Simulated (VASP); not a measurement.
A run of VASP 6.6.1:

INCAR

```
SYSTEM = B
  PREC = Accurate
  ENCUT = 520
  EDIFF = 1E-6
  ISMEAR = 0
  SIGMA = 0.1
  LREAL = .FALSE.
  LASPH = .TRUE.
  NELM = 60
  ALGO = Normal
  ISIF = 2
  LWAVE = .FALSE.
  LCHARG = .TRUE.
  GGA = PE
  LELF = .TRUE.
  LVHAR = .TRUE.
  NBANDS = 22
```

The input KPOINTS:

```
Automatic mesh
0
G
  6 6 6
  0 0 0
```

File POSCAR:

```
B
1.0
    3.9484462200      0.0000000000      0.0000000000
   -1.9742231100      3.4194547300      0.0000000000
    0.0000000000      0.0000000000      3.0805994500
B
8
Direct
    0.5000000000      0.0000000000      0.5000000000
    0.0000000000      0.5000000000      0.5000000000
    0.5000000000      0.5000000000      0.5000000000
    0.3333333300      0.6666666700      0.0000000000
    0.6666666700      0.3333333300      0.0000000000
    0.3333333300      0.6666666700      0.5000000000
    0.6666666700      0.3333333300      0.5000000000
    0.0000000000      0.0000000000      0.0000000000
```

Potentials or basis: VASP PAW PBE potentials, release 64 (B).

Command:

```bash
$ cat potpaw_PBE.64/B/POTCAR > POTCAR
$ mpirun -np 1 vasp_std > vasp.out
```

Hardware: 1 thread of Intel Xeon 8259CL, with other jobs on the host.

**Question.** How long does it take, and how much memory?

**Answer.** It took 28 s on 1 thread of Intel Xeon 8259CL, on a shared host, peak memory 0.15 GiB. Counts: scf iterations 13, k points 28.
